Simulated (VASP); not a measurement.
Write the native input for VASP 6.6.1 that does the following.

| Item | Value |
| --- | --- |
| Task | single point |
| Functional | PBE |
| Potentials or basis | VASP PAW PBE potentials, release 64 (Ga_d, Ge_d, Te, Se) |
| Cutoff | 520 eV |
| k mesh | 4 × 4 × 2 |
| Occupations | gaussian, width 0.1 eV |
| Spin | no spin polarisation |
| Dipole correction | no |
| Further INCAR settings | ALGO = Normal; EDIFF = 1e-06; NBANDS = 34 |

The structure of Ga2GeTeSe lies in POSCAR:

```
Ga2GeTeSe
1.0
    4.0261523600      0.0000000000      0.0000000000
    0.0000000000      4.0261523600      0.0000000000
    0.0000000000      0.0000000000      8.2473606100
Ga Ge Te Se
2 1 1 1
Direct
    0.5000000000      0.5000000000      0.6101773700
    0.5000000000      0.5000000000      0.1705091200
    0.5000000000      0.5000000000      0.3992750800
    0.0000000000      0.0000000000      0.2830463000
    0.0000000000      0.0000000000      0.6881710000
```

These files were run (other wordings do the same):

INCAR

```
SYSTEM = Ga2GeTeSe
PREC     = Accurate       ! precision mode
ENCUT    = 520            ! plane-wave cutoff, eV
EDIFF    = 1E-6           ! SCF threshold, eV
ISMEAR   = 0              ! smearing method
SIGMA    = 0.1            ! smearing width, eV
LREAL    = .False.        ! projectors in reciprocal space
LASPH    = .True.         ! aspherical terms in the spheres
NELM     = 80             ! most SCF steps
ALGO     = Normal         ! electronic algorithm
ISIF     = 2              ! what is computed and relaxed
LWAVE    = .False.        ! write WAVECAR
LCHARG   = .False.        ! write CHGCAR
GGA      = PE             ! functional
NBANDS   = 34             ! bands
```

KPOINTS

```
regular mesh
0
Gamma
  4 4 2
  0 0 0
```

Potentials or basis: VASP PAW PBE potentials, release 64 (Ga_d, Ge_d, Te, Se).

Command:

```console
$ cat potpaw_PBE.64/Ga_d/POTCAR potpaw_PBE.64/Ge_d/POTCAR potpaw_PBE.64/Te/POTCAR potpaw_PBE.64/Se/POTCAR > POTCAR
$ mpirun -np 1 vasp_std > vasp.out
```

It gave:

```json
{"Pressure": "26.4 GPa", "Largest force": "24.060 eV/Å", "Band gap on the k mesh": "zero (band 26 reaches 4.06 eV, above the bottom of band 27 at 3.25 eV)"}
```

Caveat: the k points lie up to 0.39 Å⁻¹ apart; spin-orbit coupling is left out, which moves the levels of the heavy elements; forces of over 1 eV/Å act on the atoms, so gaps and moduli don't describe the material at rest.

It took 34 s on 1 thread of AMD EPYC 9R45 96-Core Processor (Zen 5), with other jobs on the host, peak memory 0.23 GiB.
